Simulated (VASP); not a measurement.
# C (I4_1/amd) in VASP: a series of runs

The runs below take C through single point, with PBE.

Everything below comes from runs of VASP 6.6.1. Logs are shortened: lines on timing, memory, paths and dates and some standing lists are left out, and cuts for length are marked.

## Step 1: The cell of the first run

Symmetry: I4_1/amd, No. 141, tetragonal system. The conventional cell has a = 2.421 Å, b = 2.421 Å, c = 3.709 Å, α = 90.00°, β = 90.00°, γ = 90.00°. C (site symmetry -4m2) has 4 C at 1.52 Å within 2.0 Å.

## Step 2: Single point, PBE (strain -0.040 along x and y, +0.040 along z)

The input, INCAR:

```
SYSTEM = C
PREC = Accurate ; ENCUT = 520
EDIFF = 1E-7 ; ISMEAR = 0
SIGMA = 0.05 ; LREAL = .FALSE.
LASPH = .TRUE. ; NELM = 80
ALGO = Normal ; ISIF = 2
LWAVE = .FALSE. ; LCHARG = .FALSE.
GGA = PE ; NBANDS = 11
```

The input, KPOINTS:

```
regular mesh
0
G
  12 12 12
  0 0 0
```

The input, POSCAR:

```
C
1.0
    0.0000000000      1.7120640000      1.8547360000
    1.7120640000      0.0000000000      1.8547360000
    1.7120640000      1.7120640000      0.0000000000
C
2
Direct
    0.5000000000      0.5000000000      0.5000000000
    0.7500000000      0.7500000000      0.7500000000
```

Potentials or basis: VASP PAW PBE potentials, release 64 (C).

Run with:

```
$ cat potpaw_PBE.64/C/POTCAR > POTCAR
$ mpirun -np 1 vasp_std > vasp.out
```

OUTCAR:

```text
SYSTEM = C
   PREC = Accurate
   ENCUT = 520
   EDIFF = 1E-7
   ISMEAR = 0
   LREAL = .FALSE.
   LASPH = .TRUE.
   NELM = 80
   ISIF = 2
   GGA = PE

 ion  position               nearest neighbor table
   1  0.500  0.500  0.500-   2 1.52   2 1.52   2 1.52   2 1.52
   2  0.750  0.750  0.750-   1 1.52   1 1.52   1 1.52   1 1.52

  LATTYP: Found a body centered tetragonal cell.
 ALAT       =     2.4212241285
 C/A-ratio  =     1.5320646926

  Lattice vectors:

 A1 = (  -1.7120640000,   0.0000000000,   1.8547360000)
 A2 = (   1.7120640000,   0.0000000000,   1.8547360000)
 A3 = (   0.0000000000,   1.7120640000,  -1.8547360000)

Analysis of symmetry for initial positions (statically):
=====================================================================
 Subroutine PRICEL returns:
 Original cell was already a primitive cell.

 Routine SETGRP: Setting up the symmetry group for a
 body centered tetragonal supercell.

 Subroutine GETGRP returns: Found 16 space group operations
 (whereof  8 operations were pure point group operations)
 out of a pool of 16 trial point group operations.

The static configuration has the point symmetry D_2d.
 The point group associated with its full space group is D_4h.

Analysis of symmetry for dynamics (positions and initial velocities):
=====================================================================
 Subroutine PRICEL returns:
 Original cell was already a primitive cell.

 Routine SETGRP: Setting up the symmetry group for a
 body centered tetragonal supercell.

 Subroutine GETGRP returns: Found 16 space group operations
 (whereof  8 operations were pure point group operations)
 out of a pool of 16 trial point group operations.

The dynamic configuration has the point symmetry D_2d.
 The point group associated with its full space group is D_4h.

 Subroutine INISYM returns: Found 16 space group operations
 (whereof  8 operations are pure point group operations),
 and found     1 'primitive' translations

----------------------------------------------------------------------------------------

                                     Primitive cell

  volume of cell :      10.8731

  direct lattice vectors                    reciprocal lattice vectors
     0.000000000  1.712064000  1.854736000    -0.292045157  0.292045157  0.269580145
     1.712064000  0.000000000  1.854736000     0.292045157 -0.292045157  0.269580145
     1.712064000  1.712064000  0.000000000     0.292045157  0.292045157 -0.269580145

  length of vectors
     2.524125347  2.524125347  2.421224128     0.493208072  0.493208072  0.493208072

  position of ions in fractional coordinates (direct lattice)
     0.500000000  0.500000000  0.500000000
     0.750000000  0.750000000  0.750000000

  ion indices of the primitive-cell ions
   primitive index   ion index
                 1           1
                 2           2

----------------------------------------------------------------------------------------

 KPOINTS: regular mesh

Automatic generation of k-mesh.
 Grid dimensions read from file:
 generate k-points for:   12   12   12

 Generating k-lattice:

  Cartesian coordinates                     Fractional coordinates (reciprocal lattice)
    -0.024337096  0.024337096  0.022465012     0.083333333  0.000000000  0.000000000
     0.024337096 -0.024337096  0.022465012     0.000000000  0.083333333  0.000000000
     0.024337096  0.024337096 -0.022465012    -0.000000000 -0.000000000  0.083333333

  Length of vectors
     0.041100673  0.041100673  0.041100673

  Shift w.r.t. Gamma in fractional coordinates (k-lattice)
     0.000000000  0.000000000  0.000000000

 Subroutine IBZKPT returns following result:
 ===========================================

 Found    163 irreducible k-points:

 Following reciprocal coordinates:
            Coordinates               Weight
  0.000000  0.000000  0.000000      1.000000
  0.083333  0.000000  0.000000      8.000000
  0.166667  0.000000  0.000000      8.000000
  0.250000  0.000000  0.000000      8.000000
  0.333333  0.000000  0.000000      8.000000
  0.416667  0.000000  0.000000      8.000000
[... 16 lines left out ...]
  0.500000  0.166667  0.000000      8.000000
 -0.416667  0.166667  0.000000      8.000000
 [... further k-points ...]
   k-points           NKPTS =    163   k-points in BZ     NKDIM =    163   number of bands    NBANDS=     11
   number of dos      NEDOS =    301   number of ions     NIONS =      2
   total plane-waves  NPLWV =   7200
   dimension x,y,z NGX =    20 NGY =   20 NGZ =   18
   dimension x,y,z NGXF=    40 NGYF=   40 NGZF=   36
   ions per type =               2
   NGX,Y,Z   is equivalent  to a cutoff of  13.17, 13.17, 12.36 a.u.
   NGXF,Y,Z  is equivalent  to a cutoff of  26.35, 26.35, 24.72 a.u.
 SYSTEM =  C
   PREC   = accura    normal or accurate (medium, high low for compatibility)
   ISTART =      0    job   : 0-new  1-cont  2-samecut
   ICHARG =      2    charge: 1-file 2-atom 10-const
   ISPIN  =      1    spin polarized calculation?
   LNONCOLLINEAR =      F non collinear calculations
   LSORBIT =      F    spin-orbit coupling
   LASPH  =      T    aspherical Exc in radial PAW
   ENCUT  =  520.0 eV  38.22 Ry    6.18 a.u.   4.69  4.69  4.50*2*pi/ulx,y,z
   NELM   =     80;   NELMIN=  2; NELMDL= -5     # of ELM steps
   EDIFF  = 0.1E-06   stopping-criterion for ELM
   LREAL  =      F    real-space projection
   EDIFFG = 0.1E-05   stopping-criterion for IOM
   NSW    =      0    number of steps for IOM
   IBRION =     -1    ionic relax: 0-MD 1-quasi-New 2-CG
   NFREE  =      0    steps in history (QN), initial steepest desc. (CG)
   ISIF   =      2    stress and relaxation
   ISYM   =      2    0-nonsym 1-usesym 2-fastsym
   POTIM  = 0.5000    time-step for ionic-motion
   TEBEG  =    0.0;   TEEND  =   0.0 temperature during run
   PSTRESS=    0.0 pullay stress
   NELECT =       8.0000    total number of electrons
   NUPDOWN=      -1.0000    fix difference up-down
   EMIN   =  10.00;   EMAX   =-10.00  energy-range for DOS
   EFERMI =   0.00;   METHOD = LEGACY
   ISMEAR =     0;   SIGMA  =   0.05  broadening in eV -4-tet -1-fermi 0-gaus
   EFERMI_NEDOS =   21; number of points for ismear=-14 and -15
   IALGO  =     38    algorithm
   IMIX   =      4    mixing-type and parameters
     AMIX     =   0.40;   BMIX     =  1.00
     AMIX_MAG =   1.60;   BMIX_MAG =  1.00
  volume/ion in A,a.u.               =       5.44        36.69
  Fermi-wavevector in a.u.,A,eV,Ry     =   1.477931  2.792884 29.718930  2.184280
  Thomas-Fermi vector in A             =   2.592274
   LORBIT       =      0    0 simple, 1 ext, 2 COOP (PROOUT), +10 PAW based schemes
   GGA     = PE    functional components
   LHFCALC =     F    Hartree Fock is set to
   AEXX    =    0.0000 exact exchange contribution
   IVDW    =     0    specifies the selected vdW correction
   LEPSILON=     F    determine dielectric tensor
   LRPA    =     F    only Hartree local field effects (RPA)
 non-spin polarized calculation
 Gauss-broadening in eV      SIGMA  =   0.05
  energy-cutoff  :      520.00
  volume of cell :       10.87
 maximum number of plane-waves:       302
   NGX =  9   NGY =  9   NGZ =  9

 number of electron       8.0000000 magnetization

 Free energy of the ion-electron system (eV)
  ---------------------------------------------------
  ext. energy  EPLUGINS =         0.00000000
  ---------------------------------------------------
  free energy    TOTEN  =       -17.99991706 eV

  energy without entropy =      -17.99991706  energy(sigma->0) =      -17.99991706

 E-fermi :  11.1480     XC(G=0): -13.4736

 val. band max:       10.8161835992   @ k =   0.0000   0.0000   0.0000
 cond. band min:      14.0347668894   @ k =   0.3333   0.0000   0.3333
 fundamental gap:      3.2185832902
 Fermi energy:        11.1480021033

 k-point     1 :       0.0000    0.0000    0.0000
  band No.  band energies     occupation
      1     -11.6932      2.00000
      2       9.4579      2.00000
      3      10.8162      2.00000
      4      10.8162      2.00000
      5      15.7968      0.00000
      6      15.7968      0.00000
      7      16.8050      0.00000
      8      24.5314      0.00000
      9      30.2754      0.00000
     10      34.6257      0.00000
     11      35.7089      0.00000

 k-point     2 :       0.0833    0.0000    0.0000
  band No.  band energies     occupation
      1     -11.4945      2.00000
      2       8.7445      2.00000
      3       9.9174      2.00000
      4      10.5001      2.00000
      5      16.2580      0.00000
      6      16.2629      0.00000
      7      17.4846      0.00000
      8      24.6714      0.00000
      9      30.5961      0.00000
     10      32.9375      0.00000
     11      36.8106      0.00000

 k-point     3 :       0.1667    0.0000    0.0000
  band No.  band energies     occupation
      1     -10.9006      2.00000
      2       6.4498      2.00000
      3       8.8294      2.00000
      4       9.8364      2.00000
      5      16.9768      0.00000
      6      17.2809      0.00000
      7      18.7594      0.00000
      8      25.0739      0.00000
      9      31.0614      0.00000
     10      32.1246      0.00000
     11      34.7752      0.00000

 k-point     4 :       0.2500    0.0000    0.0000
  band No.  band energies     occupation
      1      -9.9196      2.00000
      2       3.5857      2.00000
      3       7.9450      2.00000
      4       9.1763      2.00000
      5      17.4468      0.00000
      6      18.3095      0.00000
      7      19.8098      0.00000
      8      25.6398      0.00000
      9      31.1180      0.00000
     10      32.8475      0.00000
     11      33.8940      0.00000
[... 239 lines left out ...]
 k-point    22 :       0.4167    0.1667    0.0000
  band No.  band energies     occupation
      1      -7.6326      2.00000
      2       0.5660      2.00000
      3       5.0563      2.00000
      4       6.9045      2.00000
      5      18.0522      0.00000
      6      21.4742      0.00000
      7      21.8118      0.00000
      8      24.4081      0.00000
      9      31.5638      0.00000
     10      32.4721      0.00000
     11      38.5217      0.00000

 k-point    23 :       0.5000    0.1667    0.0000
  band No.  band energies     occupation
      1      -5.9752      2.00000
      2      -1.7901      2.00000
      3       4.2946      2.00000
      4       7.0536      2.00000
      5      18.4246      0.00000
      6      21.5784      0.00000
      7      21.5838      0.00000
      8      25.9755      0.00000
      9      30.8999      0.00000
     10      34.1952      0.00000
     11      37.6093      0.00000

 k-point    24 :      -0.4167    0.1667    0.0000
  band No.  band energies     occupation
      1      -5.1470      2.00000
      2      -2.7642      2.00000
      3       3.8571      2.00000
      4       7.4811      2.00000
      5      18.9209      0.00000
      6      21.0099      0.00000
      7      21.4769      0.00000
      8      26.4266      0.00000
      9      30.9138      0.00000
     10      35.2114      0.00000
     11      35.3685      0.00000

 [... further k-points ...]
[... 5 lines left out ...]
  --------------------------------------------------------------------------------------
  -------------------------------------------------------------------------------------
  Total        3.4562535      3.4562535     -2.2549023      0.0000000      0.0000000     -0.0000000
  in kB      509.2887454    509.2887454   -332.2662494      0.0000000      0.0000000     -0.0000000
  external PRESSURE =     228.7704138 kB  Pullay stress =       0.0000000 kB

 VOLUME and BASIS-vectors are now :
 -----------------------------------------------------------------------------
  energy-cutoff  :      520.00
  volume of cell :       10.87
      direct lattice vectors                 reciprocal lattice vectors
     0.000000000  1.712064000  1.854736000    -0.292045157  0.292045157  0.269580145
     1.712064000  0.000000000  1.854736000     0.292045157 -0.292045157  0.269580145
     1.712064000  1.712064000  0.000000000     0.292045157  0.292045157 -0.269580145

 POSITION                                       TOTAL-FORCE (eV/Angst)
 -----------------------------------------------------------------------------------
      1.71206      1.71206      1.85474        -0.000000     -0.000000      0.000000
      2.56810      2.56810      2.78210         0.000000      0.000000     -0.000000
 -----------------------------------------------------------------------------------
    total drift:                                0.000000     -0.000000      0.000000

  FREE ENERGIE OF THE ION-ELECTRON SYSTEM (eV)
  ---------------------------------------------------
  free  energy   TOTEN  =       -17.9999170554 eV

  energy  without entropy=      -17.9999170554  energy(sigma->0) =      -17.99991706
```

Run time: 16 s. Hardware: 1 thread of Intel Xeon Platinum 8259CL at 2.50GHz (Skylake/Cascade Lake), shared host; peak memory 0.12 GiB.

Results:

```yaml
Free_energy: -17.9999 eV
Pressure: 22.9 GPa
Band_gap_on_the_k_mesh: 3.22 eV, indirect (least direct gap 4.98 eV)
```

Caveat: the cell differs from its parent crystal (strain -0.040 along x and y, +0.040 along z). A k mesh can miss the band edges.

[end of part 1 of 2]
